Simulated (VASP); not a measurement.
# MnO (Manganosite) (Fm-3m) in VASP: notebook

Runs on MnO (Manganosite). Level: PBEsol+U. Tasks: single point.

All numbers are computed with VASP 6.6.1; they aren't measurements. Logs are shortened: lines on timing, memory, paths and dates and some standing lists are left out, and cuts for length are marked.

## Step 1: The cell of the first run

It takes space group Fm-3m (No. 225, cubic). The conventional cell has a = 4.446 Å, b = 4.446 Å, c = 4.446 Å, α = 90.00°, β = 90.00°, γ = 90.00°. Mn (site symmetry m-3m) has 6 O at 2.22 Å within 2.9 Å. O (site symmetry m-3m) has 6 Mn at 2.22 Å within 2.9 Å.

## Step 2: Single point, PBEsol+U, collinear spin, ferromagnetic start

File INCAR:

```
SYSTEM = MnO
PREC     = Accurate       ! precision mode
ENCUT    = 600            ! plane-wave cutoff, eV
EDIFF    = 1E-6           ! SCF threshold, eV
ISMEAR   = 0              ! smearing method
SIGMA    = 0.2            ! smearing width, eV
LREAL    = .FALSE.        ! projectors in reciprocal space
LASPH    = .TRUE.         ! aspherical terms in the spheres
NELM     = 200            ! most SCF steps
ALGO     = Normal         ! electronic algorithm
ISIF     = 2              ! what is computed and relaxed
LWAVE    = .FALSE.        ! write WAVECAR
LCHARG   = .FALSE.        ! write CHGCAR
ISPIN    = 2              ! spin polarisation
MAGMOM   = 5.2 0          ! initial moments
LORBIT   = 11             ! projections on sites
LMAXMIX  = 4              ! l up to which the mixer works
LDAU     = .TRUE.         ! DFT+U
LDAUTYPE = 2            
LDAUL    = 2 -1           ! shell
LDAUU    = 1.5 0          ! U, eV
LDAUJ    = 0 0          
LDAUPRINT= 1            
GGA      = PS             ! functional
NBANDS   = 20             ! bands
GGA_COMPAT= .FALSE.
```

File KPOINTS:

```
Automatic mesh
0
G
  5 5 5
  0 0 0
```

File POSCAR:

```
MnO
1.0
    0.0000000000      2.2230000000      2.2230000000
    2.2230000000      0.0000000000      2.2230000000
    2.2230000000      2.2230000000      0.0000000000
Mn O
1 1
Direct
    0.0000000000      0.0000000000      0.0000000000
    0.5000000000      0.5000000000      0.5000000000
```

Potentials or basis: VASP PAW PBE potentials, release 64 (Mn_pv, O).

Run with:

```sh
> cat potpaw_PBE.64/Mn_pv/POTCAR potpaw_PBE.64/O/POTCAR > POTCAR
> mpirun -np 1 vasp_std > vasp.out
```

OUTCAR:

```text
SYSTEM = MnO
   PREC = Accurate
   ENCUT = 600
   EDIFF = 1E-6
   ISMEAR = 0
   LREAL = .FALSE.
   LASPH = .TRUE.
   NELM = 200
   ISIF = 2
   ISPIN = 2
   LORBIT = 11
   GGA = PS

 ion  position               nearest neighbor table
   1  0.000  0.000  0.000-   2 2.22   2 2.22   2 2.22   2 2.22   2 2.22   2 2.22
   2  0.500  0.500  0.500-   1 2.22   1 2.22   1 2.22   1 2.22   1 2.22   1 2.22

  LATTYP: Found a face centered cubic cell.
 ALAT       =     4.4460000000

  Lattice vectors:

 A1 = (   0.0000000000,   2.2230000000,   2.2230000000)
 A2 = (   2.2230000000,   0.0000000000,   2.2230000000)
 A3 = (   2.2230000000,   2.2230000000,   0.0000000000)

Analysis of symmetry for initial positions (statically):
=====================================================================
 Subroutine PRICEL returns:
 Original cell was already a primitive cell.

 Routine SETGRP: Setting up the symmetry group for a
 face centered cubic supercell.

 Subroutine GETGRP returns: Found 48 space group operations
 (whereof 48 operations were pure point group operations)
 out of a pool of 48 trial point group operations.

The static configuration has the point symmetry O_h .

Analysis of symmetry for dynamics (positions and initial velocities):
=====================================================================
 Subroutine PRICEL returns:
 Original cell was already a primitive cell.

 Routine SETGRP: Setting up the symmetry group for a
 face centered cubic supercell.

 Subroutine GETGRP returns: Found 48 space group operations
 (whereof 48 operations were pure point group operations)
 out of a pool of 48 trial point group operations.

The dynamic configuration has the point symmetry O_h .

Analysis of structural, dynamic, and magnetic symmetry:
=====================================================================
 Subroutine PRICEL returns:
 Original cell was already a primitive cell.

 Routine SETGRP: Setting up the symmetry group for a
 face centered cubic supercell.

 Subroutine GETGRP returns: Found 48 space group operations
 (whereof 48 operations were pure point group operations)
 out of a pool of 48 trial point group operations.

The overall configuration has the point symmetry O_h .

 Subroutine INISYM returns: Found 48 space group operations
[... 152 lines left out ...]
  o =  0.9313  v =  0.0000 -0.8691 -0.0000 -0.4947 -0.0000  0.0000  0.0000  0.0000  0.0000  0.0000      0.0000  0.0000  0.0000  0.0000  0.0000  0.0000  0.0000  0.0000  0.0000  0.0000
  o =  0.9313  v =  0.0000 -0.4947  0.0000  0.8691 -0.0000  0.0000  0.0000  0.0000  0.0000  0.0000      0.0000  0.0000  0.0000  0.0000  0.0000  0.0000  0.0000  0.0000  0.0000  0.0000
  o =  0.9313  v =  1.0000  0.0000  0.0000  0.0000  0.0000  0.0000  0.0000  0.0000  0.0000  0.0000      0.0000  0.0000  0.0000  0.0000  0.0000  0.0000  0.0000  0.0000  0.0000  0.0000
  o =  0.9609  v =  0.0000  0.0000 -1.0000  0.0000  0.0018  0.0000  0.0000  0.0000  0.0000  0.0000      0.0000  0.0000  0.0000  0.0000  0.0000  0.0000  0.0000  0.0000  0.0000  0.0000
  o =  0.9609  v =  0.0000 -0.0000  0.0018  0.0000  1.0000  0.0000  0.0000  0.0000  0.0000  0.0000      0.0000  0.0000  0.0000  0.0000  0.0000  0.0000  0.0000  0.0000  0.0000  0.0000

 number of electron      18.9999997 magnetization       4.9523141

 Free energy of the ion-electron system (eV)
  ---------------------------------------------------
  ext. energy  EPLUGINS =         0.00000000
  ---------------------------------------------------
  free energy    TOTEN  =       -16.78656022 eV

  energy without entropy =      -16.77589861  energy(sigma->0) =      -16.78122941

 E-fermi :   7.2455     XC(G=0): -12.0695

 val. band max:        7.0900376915   @ k =   0.4000   0.0000   0.0000
 cond. band min:       7.2500943731   @ k =   0.4000   0.4000   0.0000
 fundamental gap:      0.1600566816
 Fermi energy:         7.2454740010

 spin component 1

 k-point     1 :       0.0000    0.0000    0.0000
  band No.  band energies     occupation
      1     -42.8221      1.00000
      2     -42.8221      1.00000
      3     -42.8221      1.00000
      4     -12.6866      1.00000
      5       3.5635      1.00000
      6       3.5635      1.00000
[... 206 lines left out ...]
      6       1.1922      1.00000
[... 12 lines left out ...]
     19      33.1341      0.00000
     20      33.4748      0.00000
 Fermi energy:         7.2454740010

 spin component 2

 k-point     1 :       0.0000    0.0000    0.0000
  band No.  band energies     occupation
      1     -38.0304      1.00000
      2     -38.0304      1.00000
      3     -38.0304      1.00000
      4     -12.2081      1.00000
      5       4.2032      1.00000
      6       4.2032      1.00000
[... 219 lines left out ...]
     19      34.4108      0.00000
     20      34.7760      0.00000

------------------------ aborting loop because EDIFF is reached ----------------------------------------

  FORCE on cell =-STRESS in cart. coord.  units (eV):
  Direction    XX          YY          ZZ          XY          YZ          ZX
  --------------------------------------------------------------------------------------
  -------------------------------------------------------------------------------------
  Total       -0.1939994     -0.1939994     -0.1939994     -0.0000000      0.0000000     -0.0000000
  in kB      -14.1469409    -14.1469409    -14.1469409     -0.0000000      0.0000000     -0.0000000
  external PRESSURE =     -14.1469409 kB  Pullay stress =       0.0000000 kB

 VOLUME and BASIS-vectors are now :
 -----------------------------------------------------------------------------
  energy-cutoff  :      600.00
  volume of cell :       21.97
      direct lattice vectors                 reciprocal lattice vectors
     0.000000000  2.223000000  2.223000000    -0.224921278  0.224921278  0.224921278
     2.223000000  0.000000000  2.223000000     0.224921278 -0.224921278  0.224921278
     2.223000000  2.223000000  0.000000000     0.224921278  0.224921278 -0.224921278

 POSITION                                       TOTAL-FORCE (eV/Angst)
 -----------------------------------------------------------------------------------
      0.00000      0.00000      0.00000        -0.000000      0.000000     -0.000000
      2.22300      2.22300      2.22300         0.000000     -0.000000      0.000000
 -----------------------------------------------------------------------------------
    total drift:                                0.000000      0.000000      0.000000

  FREE ENERGIE OF THE ION-ELECTRON SYSTEM (eV)
  ---------------------------------------------------
  free  energy   TOTEN  =       -16.7865602197 eV

  energy  without entropy=      -16.7758986080  energy(sigma->0) =      -16.78122941

 total charge

# of ion       s       p       d       tot
------------------------------------------
    1        0.210   6.184   4.960  11.354
    2        1.550   3.415   0.000   4.966
--------------------------------------------------
tot          1.761   9.599   4.960  16.320

 magnetization (x)

# of ion       s       p       d       tot
------------------------------------------
    1        0.035   0.026   4.441   4.503
    2        0.029   0.166   0.000   0.195
--------------------------------------------------
tot          0.063   0.193   4.441   4.698
```

OSZICAR:

```text
N       E                     dE             d eps       ncg     rms          rms(c)
DAV:   1     0.186223305444E+03    0.18622E+03   -0.11313E+04   800   0.123E+03
DAV:   2    -0.887814264171E+01   -0.19510E+03   -0.18060E+03   820   0.350E+02
DAV:   3    -0.184612073137E+02   -0.95831E+01   -0.94817E+01   908   0.826E+01
DAV:   4    -0.185366980863E+02   -0.75491E-01   -0.75474E-01   888   0.742E+00
DAV:   5    -0.185372873204E+02   -0.58923E-03   -0.58923E-03   896   0.663E-01    0.141E+01
DAV:   6    -0.167393322421E+02    0.17980E+01   -0.80125E+00  1064   0.313E+01    0.128E+01
DAV:   7    -0.167961064059E+02   -0.56774E-01   -0.86054E-01   900   0.114E+01    0.788E+00
DAV:   8    -0.167890564289E+02    0.70500E-02   -0.11484E-01   856   0.275E+00    0.440E+00
DAV:   9    -0.167858195934E+02    0.32368E-02   -0.15086E-02   852   0.146E+00    0.699E-01
DAV:  10    -0.167865479419E+02   -0.72835E-03   -0.20589E-03   868   0.382E-01    0.123E-01
DAV:  11    -0.167865356269E+02    0.12315E-04   -0.87272E-05   904   0.942E-02    0.531E-02
DAV:  12    -0.167865592276E+02   -0.23601E-04   -0.26675E-05   896   0.483E-02    0.381E-02
DAV:  13    -0.167865602197E+02   -0.99207E-06   -0.55950E-06   912   0.181E-02
   1 F= -.16786560E+02 E0= -.16781229E+02  d E =-.106616E-01  mag=     4.9536
```

stdout:

```text
POSCAR found type information on POSCAR MnO
 POSCAR found :  2 types and       2 ions
 scaLAPACK will be used
 -----------------------------------------------------------------------------
|                                                                             |
|                                                                             |
|     You enforced a specific xc type in the INCAR file but a different       |
|     I HOPE YOU KNOW WHAT YOU ARE DOING!                                     |
|                                                                             |
 -----------------------------------------------------------------------------

 LDA part: xc-table for (Slater+PW92), standard interpolation
 POSCAR, INCAR and KPOINTS ok, starting setup
 FFT: planning ... GRIDC
 FFT: planning ... GRID_SOFT
 FFT: planning ... GRID
 WAVECAR not read
 entering main loop
```

Run time: 11 s. Hardware: 1 thread of AMD EPYC 7R13 (Zen 3), shared host; peak memory 0.14 GiB.

Results:

| Quantity | Value |
| --- | --- |
| Free energy | -16.7866 eV |
| Pressure | -1.4 GPa |
| Net moment | 4.95 μB per cell |
| Site moments | Mn +4.50; O +0.20 μB |
| Valence electrons inside the program's atomic spheres | Mn 11.35; O 4.97 |

Levels at points of the mesh, in eV from the Fermi level:
Spin up:
| k point | band 8 | band 9 | band 10 | band 11 | band 12 | band 13 | band 14 | band 15 | band 16 | band 17 |
| --- | --- | --- | --- | --- | --- | --- | --- | --- | --- | --- |
| (0.00, 0.00, 0.00) | -3.46 | -3.46 | -3.46 | -3.21 | -3.21 | -0.43 | 13.88 | 16.08 | 16.08 | 16.08 |
Spin down:
```tsv
k point	band 3	band 4	band 5	band 6	band 7	band 8	band 9	band 10	band 11	band 12
(0.00, 0.00, 0.00)	-45.28	-19.45	-3.04	-3.04	-3.04	0.95	1.59	1.59	1.59	2.21
```

Eigenvalues of the final occupation matrices:
```
    site  spin  trace               eigenvalues
site 1 d     1   4.72  0.93 0.93 0.93 0.96 0.96
site 1 d     2   0.26  0.03 0.03 0.03 0.09 0.09
```

Caveat: the k points lie up to 0.49 Å⁻¹ apart; the PAW data sets were made with another functional, which shifts forces and pressure a little; a cell with one magnetic atom can't hold antiferromagnetic order, which such compounds often take. The state reached can hang on the start; a lower one may exist.

## Step 3: Single point, PBEsol+U, collinear spin, ferromagnetic start

File INCAR:

```
SYSTEM = MnO
  PREC = Accurate
  ENCUT = 600
  EDIFF = 1E-6
  ISMEAR = 0
  SIGMA = 0.2
  LREAL = .FALSE.
  LASPH = .TRUE.
  NELM = 200
  ALGO = Normal
  ISIF = 2
  LWAVE = .FALSE.
  LCHARG = .FALSE.
  ISPIN = 2
  MAGMOM = 5.2 0
  LORBIT = 11
  LMAXMIX = 4
  LDAU = .TRUE.
  LDAUTYPE = 2
  LDAUL = 2 -1
  LDAUU = 3 0
  LDAUJ = 0 0
  LDAUPRINT = 1
  GGA = PS
  NBANDS = 20
  GGA_COMPAT = .FALSE.
```

KPOINTS is that of step 2.

POSCAR is that of step 2.

Potentials or basis: VASP PAW PBE potentials, release 64 (Mn_pv, O).

Run with:

```sh
> cat potpaw_PBE.64/Mn_pv/POTCAR potpaw_PBE.64/O/POTCAR > POTCAR
> mpirun -np 1 vasp_std > vasp.out
```

It took 11 s on 1 thread of AMD EPYC 7R13 (Zen 3), shared host; peak memory 0.14 GiB.

Results (log left out):

```yaml
Free_energy: -16.4362 eV
Pressure: 0.6 GPa
Net_moment: 5.00 μB per cell
Site_moments: Mn +4.58; O +0.17 μB
Valence_electrons_inside_the_program's_atomic_spheres: Mn 11.35; O 4.98
```

Levels at points of the mesh, in eV from the Fermi level:
Spin up:
| k point | band 8 | band 9 | band 10 | band 11 | band 12 | band 13 | band 14 | band 15 | band 16 | band 17 |
| --- | --- | --- | --- | --- | --- | --- | --- | --- | --- | --- |
| (0.00, 0.00, 0.00) | -3.69 | -3.69 | -3.13 | -3.13 | -3.13 | -0.18 | 14.10 | 16.05 | 16.05 | 16.05 |
Spin down:
```csv
k point,band 4,band 5,band 6,band 7,band 8,band 9,band 10,band 11
"(0.00, 0.00, 0.00)",-19.17,-2.75,-2.75,-2.75,1.21,2.48,2.48,2.48
```

Eigenvalues of the final occupation matrices:
```csv
site,spin,trace,eigenvalues
site 1 d,1,4.75,0.94 0.94 0.94 0.97 0.97
site 1 d,2,0.22,0.02 0.02 0.02 0.08 0.08
```

Caveat: the k points lie up to 0.49 Å⁻¹ apart; the PAW data sets were made with another functional, which shifts forces and pressure a little; a cell with one magnetic atom can't hold antiferromagnetic order, which such compounds often take. The state reached can hang on the start; a lower one may exist.
